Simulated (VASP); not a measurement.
A run of VASP 6.6.1 is set up as follows.

The input INCAR:

```
  ALGO = Normal
  EDIFF = 1E-6
  ENCUT = 520
  GGA = CA
  GGA_COMPAT = False
  ISIF = 2
  ISMEAR = -1
  LASPH = True
  LCHARG = False
  LREAL = Auto
  LWAVE = False
  NBANDS = 66
  NELM = 120
  PREC = Accurate
  SIGMA = 0.05
```

Contents of KPOINTS:

```
k-points
0
Gamma
  1 1 1
```

The input POSCAR:

```
H22SO10
1.0
    7.1137870000      0.0000000000      0.0000000000
    0.0000000000      7.1137870000      0.0000000000
    0.0000000000      0.0000000000      7.1137870000
O H S
10 22 1
Direct
    0.6984184373      0.4876446259      0.4879679417
   -0.0941833091      0.1872139270      0.2863875458
    0.3451326277      0.4321327023      0.1962105416
    0.1530970775      0.3973692212      0.7788678520
    1.0032631002      0.4534012615      1.0966029767
    0.0203829550      0.6816481854      0.5440702681
    0.4992277672      0.0224212505      0.5221410200
    0.3822717773      0.6070746847      0.5533901985
    0.1252919155      0.1206249217      0.5542898600
    0.8984806545      0.8023574504      0.1847117435
    0.8063215837      0.5629772159      0.5427488903
    0.7637844653      0.4196780140      0.3803037679
   -0.0671512937      0.2963400507      0.1908547445
   -0.1373670592      0.0715230861      0.2192362521
    0.4488467254      0.4442640748      0.1057664504
    0.3538059264      0.4973441010      0.3142911082
    0.1679977205      0.2854597699      0.6863714081
    0.2426555645      0.4851705568      0.7226390107
    1.1446224072      0.4680348175      1.1312961718
    1.0101230189      0.4163605123      0.9653226896
    0.0521522503      0.7072182510      0.4114686032
    0.0923980434      0.5755303047      0.5940155363
    0.5649030537      0.0991595616      0.4418602919
    0.3707589221      0.0873515049      0.5265830984
    0.3531452376      0.7392968049      0.5564687276
    0.5186267174      0.5828822257      0.5244323452
    0.0524333945      0.1639914155      0.4297148621
    0.0515759046      0.0113019971      0.6008051689
    0.7709536426      0.7821572392      0.2360486756
    0.9506891336      0.6912070884      0.1079453180
    0.6456757842      0.1329249807      0.8007689856
    0.4131132968      0.2447360316      0.9015310692
    0.5730000069      0.1668309720      0.9795064148
```

Potentials or basis: VASP PAW LDA potentials, release 64 (O, H, S).

Run with:

```sh
$ cat potpaw_LDA.64/O/POTCAR potpaw_LDA.64/H/POTCAR potpaw_LDA.64/S/POTCAR > POTCAR
$ mpirun -np 1 vasp_gam > vasp.out
```

Q: Estimate the largest force.

A: 3.871 eV/Å.

Q: What does it give for the band gap on the k mesh?

A: 3.79 eV.

Stress tensor (GPa, compression positive):
```
-0.44  0.82  0.20
 0.82 -0.35 -0.69
 0.20 -0.69  0.00
```

Caveat: the k points lie up to 0.88 Å⁻¹ apart.
